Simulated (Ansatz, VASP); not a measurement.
# Two plane-wave programs on BaH

The input INCAR:

```
PREC     = Accurate       # precision mode
ENCUT    = 600            # plane-wave cutoff, eV
EDIFF    = 1E-6           # SCF threshold, eV
ISMEAR   = 0              # smearing method
SIGMA    = 0.1            # smearing width, eV
LREAL    = False          # projectors in reciprocal space
LASPH    = True           # aspherical terms in the spheres
NELM     = 80             # most SCF steps
ALGO     = Normal         # electronic algorithm
ISIF     = 3              # what is computed and relaxed
LWAVE    = False          # write WAVECAR
LCHARG   = False          # write CHGCAR
GGA      = PE             # functional
IBRION   = 2              # ionic algorithm
NSW      = 100            # ionic steps
EDIFFG   = -0.01          # ionic threshold
```

File KPOINTS:

```
Automatic mesh
0
Gamma
  20 20 20
```

Contents of POSCAR:

```
BaH
1.0
   -2.0372671891      2.0372671891      2.9569456870
    2.0372671891     -2.0372671891      2.9569456870
    2.0372671891      2.0372671891     -2.9569456870
Ba H
1 1
Direct
    0.0000000000      0.0000000000      0.0000000000
    0.5000000000      0.5000000000      0.0000000000
```

Input for Ansatz:

```yaml
crystal:
  lattice:
    - [-2.0372671891, 2.0372671891, 2.956945687]
    - [2.0372671891, -2.0372671891, 2.956945687]
    - [2.0372671891, 2.0372671891, -2.956945687]
  atoms:
    - { symbol: Ba, position: [0.0, 0.0, 0.0] }
    - { symbol: H, position: [0.5, 0.5, 0.0] }
basis:
  ecutwfc: 420
kpoints:
  mp_grid: { grid: [20, 20, 20] }
hamiltonian:
  xc: pbe
scf:
  occupations: { method: gaussian, width: 0.1 }
output:
  forces: true
  stress: true
  eigenvalues: true
  write_density: true
  write_potential: true
  elf: true
  volumetric_format: npy
relax:
  adjacent_minimum: "off"
  f_tol: 0.01
  max_steps: 80
  cell: { stress_tol: 0.05 }
```

Alike in both runs: task relaxation of cell and atoms; functional PBE; k mesh 20 × 20 × 20; occupations gaussian, width 0.1 eV; no spin polarisation.

|  | VASP | Ansatz |
| --- | --- | --- |
| version | VASP 6.6.1 | Ansatz 0.2.0 |
| potentials or method | VASP PAW PBE potentials, release 64 (Ba_sv, H), cutoff 600 eV | scalar-relativistic, plane waves, PAW |
| valence electrons in the cell | 11 | 11 |

```tsv
	VASP	Ansatz	Ansatz less VASP
gap on the k mesh at the Fermi level, each at its own relaxed structure (eV)	none	none	-
relaxed volume (Å³/atom)	24.92	24.48	-0.438
relaxed length of the cell vector where the two differ most in proportion (Å)	4.131	4.106	-0.0251
```

A gap of «none» marks a metal or a gap that the smearing closes.

Spin-orbit coupling is off throughout.
